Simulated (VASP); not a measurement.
Set up this calculation in VASP 6.6.1, as the native input.

```yaml
Task: single point
Functional: PBE
Potentials_or_basis: VASP PAW PBE potentials, release 64 (Ti_sv, N)
Cutoff: 520 eV
k_mesh: 8 × 8 × 8
Occupations: gaussian, width 0.05 eV
Spin: collinear spin, ferromagnetic start
Starting_moments: "[0.07, 0.0] μB"
Dipole_correction: no
Further_INCAR_settings: ALGO = Normal; EDIFF = 1e-06; NBANDS = 20
```

The structure of TiN lies in POSCAR:

```
TiN
1.0
    0.0000000000      2.1237717406      2.1237717406
    2.1237717406      0.0000000000      2.1237717406
    2.1237717406      2.1237717406      0.0000000000
Ti N
1 1
Direct
    0.5000000000      0.5000000000      0.5000000000
    0.0000000000      0.0000000000      0.0000000000
```

The input as run:

INCAR

```
ALGO = Normal
EDIFF = 1E-6
ENCUT = 520
GGA = PE
ISIF = 2
ISMEAR = 0
ISPIN = 2
LASPH = T
LCHARG = F
LMAXMIX = 4
LORBIT = 11
LREAL = F
LWAVE = F
MAGMOM = 0.07 0
NBANDS = 20
NELM = 150
PREC = Accurate
SIGMA = 0.05
```

KPOINTS

```
k-points
0
Gamma
  8 8 8
```

Potentials or basis: VASP PAW PBE potentials, release 64 (Ti_sv, N).

Launch:

```console
$ cat potpaw_PBE.64/Ti_sv/POTCAR potpaw_PBE.64/N/POTCAR > POTCAR
$ mpirun -np 1 vasp_std > vasp.out
```

It gave:

The pressure is 0.5 GPa, the net moment is 0.10 μB per cell and the site moments are Ti +0.07; N +0.01 μB. The valence electrons inside the program's atomic spheres are Ti 10.38; N 3.75.

Run time: 27 s on 1 thread of AMD EPYC 9R45 96-Core Processor (Zen 5), on a shared host, peak memory 0.13 GiB.
